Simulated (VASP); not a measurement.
A run of VASP 6.6.1 is set up as follows.

File INCAR:

```
PREC = Accurate
ENCUT = 520
EDIFF = 1E-6
ISMEAR = 0
SIGMA = 0.15
LREAL = False
LASPH = True
NELM = 100
ALGO = Fast
ISIF = 2
LWAVE = False
LCHARG = False
GGA = PE
NBANDS = 12
```

KPOINTS

```
regular mesh
0
Gamma
  22 22 22
```

Contents of POSCAR:

```
Zn
1.0
    0.9176174556      2.6102222065      2.6102222065
    2.6102222065      0.9176174556      2.6102222065
    2.6102222065      2.6102222065      0.9176174556
Zn
1
Direct
    0.0000000000      0.0000000000      0.0000000000
```

Potentials or basis: VASP PAW PBE potentials, release 64 (Zn).

The run is started by

```console
$ cat potpaw_PBE.64/Zn/POTCAR > POTCAR
$ mpirun -np 1 vasp_std > vasp.out
```

(1) Predict the pressure.

(2) What does it give for the band gap on the k mesh?

## Answers

(1) 13.0 GPa.

(2) zero (bands 6 and 7 overlap by 6.58 eV).

Caveat: the cell stands under pressure.
